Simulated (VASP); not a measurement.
# C (R-3m) in VASP: a series of runs, part 2 of 2

VASP 6.6.1. Earlier steps stand in the parts before.

### Step 3. Single point, PBEsol

INCAR

```
ALGO = Normal ; EDIFF = 1E-6
ENCUT = 600 ; GGA = PS
GGA_COMPAT = F ; ISIF = 2
ISMEAR = -1 ; LASPH = T
LCHARG = T ; LELF = T
LREAL = F ; LVHAR = T
LWAVE = F ; NBANDS = 11
NELM = 120 ; PREC = Accurate
SIGMA = 0.1
```

KPOINTS

```
k-points
0
Gamma
  6 6 6
```

POSCAR

```
C
1.0
    1.2280300000      0.7090034511      3.3470100000
   -1.2280300000      0.7090034511      3.3470100000
    0.0000000000     -1.4180069021      3.3470100000
C
2
Direct
    0.8360000000      0.8360000000      0.8360000000
    0.1640000000      0.1640000000      0.1640000000
```

Potentials or basis: VASP PAW PBE potentials, release 64 (C).

Started as:

```
$ cat potpaw_PBE.64/C/POTCAR > POTCAR
$ mpirun -np 1 vasp_std > vasp.out
```

Run time: 16 s. Hardware: 1 thread of Intel Xeon Platinum 8259CL at 2.50GHz (Skylake/Cascade Lake), shared host; peak memory 0.15 GiB.

Results (log left out):

```
Free energy   : -19.2440 eV
Pressure      : 1.4 GPa
Largest force : 0.796 eV/Å
```

Forces on the atoms (eV/Å):
```
C    0.000  0.000 -0.796
C    0.000  0.000  0.796
```

Stress tensor (GPa, compression positive):
```
 2.48  0.00  0.00
 0.00  2.48  0.00
 0.00  0.00 -0.73
```

Caveat: the k points lie up to 0.50 Å⁻¹ apart; this functional lacks dispersion, which binds the layers, so the pressure and a relaxed spacing across them are unreliable; the PAW data sets were made with another functional, which shifts forces and pressure a little.

### Step 4. Single point, PBEsol

INCAR

```
SYSTEM = C
ALGO = Normal
EDIFF = 1E-6
ENCUT = 600
GGA = PS
GGA_COMPAT = .FALSE.
ISIF = 2
ISMEAR = -1
LASPH = .TRUE.
LCHARG = .FALSE.
LREAL = .FALSE.
LWAVE = .FALSE.
NBANDS = 11
NELM = 120
PREC = Accurate
SIGMA = 0.1
```

KPOINTS

```
k-points
0
G
  8 8 8
  0 0 0
```

POSCAR is that of step 3.

Started as:

```
$ cat potpaw_PBE.64/C/POTCAR > POTCAR
$ mpirun -np 1 vasp_std > vasp.out
```

Run time: 24 s. Hardware: 1 thread of Intel Xeon Platinum 8259CL at 2.50GHz (Skylake/Cascade Lake), shared host; peak memory 0.16 GiB.

The run converged. Its results:

```
Free energy   : -19.2665 eV
Pressure      : 1.4 GPa
Largest force : 0.873 eV/Å
```

Forces in eV/Å, atoms in the order of the input:
```
C    0.000  0.000 -0.873
C    0.000  0.000  0.873
```

Stress tensor (GPa, compression positive):
```
1.88 0.00 0.00
0.00 1.88 0.00
0.00 0.00 0.48
```

Caveat: this functional lacks dispersion, which binds the layers, so the pressure and a relaxed spacing across them are unreliable; the PAW data sets were made with another functional, which shifts forces and pressure a little.

### Step 5. Single point, PBEsol

INCAR

```
ALGO     = Normal         # electronic algorithm
EDIFF    = 1E-6           # SCF threshold, eV
ENCUT    = 600            # plane-wave cutoff, eV
GGA      = PS             # functional
GGA_COMPAT= False        
ISIF     = 2              # what is computed and relaxed
ISMEAR   = -1             # smearing method
LASPH    = True           # aspherical terms in the spheres
LCHARG   = False          # write CHGCAR
LREAL    = False          # projectors in reciprocal space
LWAVE    = False          # write WAVECAR
NBANDS   = 11             # bands
NELM     = 120            # most SCF steps
PREC     = Accurate       # precision mode
SIGMA    = 0.1            # smearing width, eV
```

KPOINTS

```
k-points
0
Gamma
  11 11 11
```

POSCAR is that of step 4.

Potentials or basis: VASP PAW PBE potentials, release 64 (C).

Started as:

```
$ cat potpaw_PBE.64/C/POTCAR > POTCAR
$ mpirun -np 1 vasp_std > vasp.out
```

OUTCAR:

```text
EDIFF = 1E-6
   ENCUT = 600
   GGA = PS
   ISIF = 2
   ISMEAR = -1
   LASPH = True
   LREAL = False
   NELM = 120
   PREC = Accurate

 ion  position               nearest neighbor table
   1  0.836  0.836  0.836-   2 1.42   2 1.42   2 1.42
   2  0.164  0.164  0.164-   1 1.42   1 1.42   1 1.42

  LATTYP: Found a trigonal (rhomboedric) cell.
 ALAT       =     3.6349992455
 COS(alpha) =     0.7717350144

  Lattice vectors:

 A1 = (   1.2280300000,   0.7090034511,   3.3470100000)
 A2 = (  -1.2280300000,   0.7090034511,   3.3470100000)
 A3 = (   0.0000000000,  -1.4180069021,   3.3470100000)

Analysis of symmetry for initial positions (statically):
=====================================================================
 Subroutine PRICEL returns:
 Original cell was already a primitive cell.

 Routine SETGRP: Setting up the symmetry group for a
 trigonal (rhombohedral) supercell.

 Subroutine GETGRP returns: Found 12 space group operations
 (whereof 12 operations were pure point group operations)
 out of a pool of 12 trial point group operations.

[... 171 lines left out ...]
      1     -15.0161      2.00000
      2      -1.9264      2.00000
      3       1.7531      2.00000
      4       1.7531      2.00000
      5       8.6411      0.00000
      6      13.0991      0.00000
      7      13.0991      0.00000
      8      16.2318      0.00000
      9      17.6887      0.00000
     10      27.2527      0.00000
     11      30.3796      0.00000
[... 309 lines left out ...]
 k-point    24 :      -0.1818    0.1818    0.0000
  band No.  band energies     occupation
      1     -12.6629      2.00000
      2      -3.5204      2.00000
      3      -2.1698      2.00000
      4       0.6841      2.00000
      5       9.9653      0.00000
      6      11.7874      0.00000
      7      15.2891      0.00000
      8      16.7698      0.00000
      9      19.8612      0.00000
     10      23.8563      0.00000
     11      27.9072      0.00000

 [... further k-points ...]

------------------------ aborting loop because EDIFF is reached ----------------------------------------

  FORCE on cell =-STRESS in cart. coord.  units (eV):
  Direction    XX          YY          ZZ          XY          YZ          ZX
  --------------------------------------------------------------------------------------
  -------------------------------------------------------------------------------------
  Total        0.2004733      0.2004733      0.0629953      0.0000000      0.0000000     -0.0000000
  in kB       18.3696796     18.3696796      5.7723529      0.0000000      0.0000000     -0.0000000
  external PRESSURE =      14.1705707 kB  Pullay stress =       0.0000000 kB

 VOLUME and BASIS-vectors are now :
 -----------------------------------------------------------------------------
  energy-cutoff  :      600.00
  volume of cell :       17.48
      direct lattice vectors                 reciprocal lattice vectors
     1.228030000  0.709003451  3.347010000     0.407156177  0.235071728  0.099591377
    -1.228030000  0.709003451  3.347010000    -0.407156177  0.235071728  0.099591377
     0.000000000 -1.418006902  3.347010000     0.000000000 -0.470143457  0.099591377

 POSITION                                       TOTAL-FORCE (eV/Angst)
 -----------------------------------------------------------------------------------
      0.00000      0.00000      8.39430         0.000000     -0.000000     -0.871412
      0.00000      0.00000      1.64673         0.000000      0.000000      0.871412
 -----------------------------------------------------------------------------------
    total drift:                                0.000000     -0.000000      0.000000

  FREE ENERGIE OF THE ION-ELECTRON SYSTEM (eV)
  ---------------------------------------------------
  free  energy   TOTEN  =       -19.2666262197 eV

  energy  without entropy=      -19.2663941783  energy(sigma->0) =      -19.26651020
```

It took 56 s on 1 thread of Intel Xeon Platinum 8259CL at 2.50GHz (Skylake/Cascade Lake), shared host; peak memory 0.17 GiB.

Results:

```yaml
Free_energy: -19.2666 eV
Pressure: 1.4 GPa
Largest_force: 0.871 eV/Å
```

Forces in eV/Å, atoms in the order of the input:
```
C    0.000  0.000 -0.871
C    0.000  0.000  0.871
```

Stress tensor (GPa, compression positive):
```
1.84 0.00 0.00
0.00 1.84 0.00
0.00 0.00 0.58
```

Caveat: this functional lacks dispersion, which binds the layers, so the pressure and a relaxed spacing across them are unreliable; the PAW data sets were made with another functional, which shifts forces and pressure a little.

### Step 6. Overview

| k mesh | pressure (GPa) | largest force (eV/Å) |
| --- | --- | --- |
| 4 × 4 × 4 | 0.9 | 0.91 |
| 6 × 6 × 6 | 1.4 | 0.80 |
| 8 × 8 × 8 | 1.4 | 0.87 |
| 11 × 11 × 11 | 1.4 | 0.87 |

Alike in all rows: task single point; level PBEsol; potentials or basis VASP PAW PBE potentials, release 64 (C); no spin polarisation; cell as given; cutoff (eV) 600; smearing fermi-dirac 0.1 eV.

Caveats: some runs use coarse meshes; this functional lacks dispersion, which binds the layers, so the pressure and a relaxed spacing across them are unreliable; the PAW data sets were made with another functional, which shifts forces and pressure a little.

Total energies depend on the potentials used, so only differences within one code and one set of settings carry meaning.
